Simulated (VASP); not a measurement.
Here is a VASP 6.6.1 calculation.

Contents of INCAR:

```
SYSTEM = Ba
  ALGO = Normal
  EDIFF = 1E-7
  ENCUT = 520
  GGA = PS
  ISIF = 2
  ISMEAR = -1
  LASPH = .True.
  LCHARG = .False.
  LREAL = .False.
  LWAVE = .False.
  NBANDS = 11
  NELM = 80
  PREC = Accurate
  SIGMA = 0.05
```

The input KPOINTS:

```
k-points
0
Gamma
  8 8 8
  0 0 0
```

POSCAR

```
Ba
1.0
   -2.5556595394      2.5556595394      2.5556595394
    2.5556595394     -2.5556595394      2.5556595394
    2.5556595394      2.5556595394     -2.5556595394
Ba
1
Direct
    0.0000000000      0.0000000000      0.0000000000
```

Potentials or basis: VASP PAW PBE potentials, release 64 (Ba_sv).

Launch:

```bash
$ cat potpaw_PBE.64/Ba_sv/POTCAR > POTCAR
$ mpirun -np 1 vasp_std > vasp.out
```

What does it give for the pressure?

-1.1 GPa.

What does it give for the band gap on the k mesh?

Zero (band 5 reaches 1.82 eV, above the bottom of band 6 at 0.89 eV).

Caveat: the PAW data sets were made with another functional, which shifts forces and pressure a little; spin-orbit coupling is left out, which moves the levels of the heavy elements.
